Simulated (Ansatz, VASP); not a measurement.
## One calculation of Ti3Al, two programs

Contents of POSCAR:

```
Ti3Al
1.0
    2.9275422229      0.0000000000      0.0000000000
   -1.4637711114      2.5353259357      0.0000000000
    0.0000000000      0.0000000000      9.2263620000
Ti Al
3 1
Direct
    0.3333333333      0.6666666667      0.2494060000
    0.3333333333      0.6666666667      0.7505940000
    0.6666666667      0.3333333333      0.0000000000
    0.6666666667      0.3333333333      0.5000000000
```

INCAR.step1

```
SYSTEM = Ti3Al
PREC = Accurate
ENCUT = 520
ISMEAR = -1
SIGMA = 0.05
LREAL = .False.
LASPH = .True.
NELM = 80
NBANDS = 28
GGA = PE
ALGO = Normal
EDIFF = 1E-4
LWAVE = .True.
LCHARG = .False.
```

Contents of INCAR.step2:

```
SYSTEM = Ti3Al
PREC = Accurate
ENCUT = 520
EDIFF = 1E-6
ISMEAR = -1
SIGMA = 0.05
LREAL = .False.
LASPH = .True.
NELM = 80
ALGO = Normal
ISIF = 2
LWAVE = .False.
LCHARG = .False.
METAGGA = R2SCAN
LMIXTAU = .True.
NBANDS = 28
ISTART = 1
```

File KPOINTS:

```
Automatic mesh
0
Gamma
  6 6 2
  0 0 0
```

The input input.yaml:

```yaml
crystal:
  lattice:
    - [2.9275422229, 0.0, 0.0]
    - [-1.4637711114, 2.5353259357, 0.0]
    - [0.0, 0.0, 9.226362]
  atoms:
    - { symbol: Ti, position: [0.3333333333, 0.6666666667, 0.249406] }
    - { symbol: Ti, position: [0.3333333333, 0.6666666667, 0.750594] }
    - { symbol: Ti, position: [0.6666666667, 0.3333333333, 0.0] }
    - { symbol: Al, position: [0.6666666667, 0.3333333333, 0.5] }
hamiltonian:
  xc: r2scan
  pseudopotentials: { kind: paw }
kpoints:
  mp_grid: { grid: [6, 6, 2] }
scf:
  occupations: { method: fermi_dirac, width: 0.05 }
  n_extra_bands: 10
output:
  forces: true
  stress: true
  eigenvalues: true
  dos: { projected: true, de: 0.05, nscf_kmesh: { grid: [9, 9, 3] } }
```

Alike in both runs: functional r2SCAN; k mesh 6 × 6 × 2; occupations fermi-dirac, width 0.05 eV; no spin polarisation.

|  | VASP | Ansatz |
| --- | --- | --- |
| version | VASP 6.6.1 | Ansatz 0.2.0 |
| potentials or method | VASP PAW PBE potentials, release 64 (Ti_sv, Al) | Ansatz PAW |
| plane-wave cutoff (eV) | 520 | 500 |
| valence electrons in the cell | 39 | 39 |
| task | single point | projected density of states |

|  | VASP | Ansatz | Ansatz less VASP |
| --- | --- | --- | --- |
| gap on the k mesh at the Fermi level (eV) | none | none | - |
| pressure (GPa) | -0.5 | -0.7 | -0.22 |
| traceless stress, the component that is largest in VASP (GPa) | 0.16 | 0.14 | -0.013 |
| rms of the force components (eV/Å) | 0.031 | 0.024 | -0.0070 |

VASP's potentials were made for PBE, not for r2SCAN. Atom by atom the forces differ by 0.007 eV/Å (rms over components). A gap of «none» marks a metal or a gap that the smearing closes.

The k mesh is coarse, so the values compare programs but aren't converged.
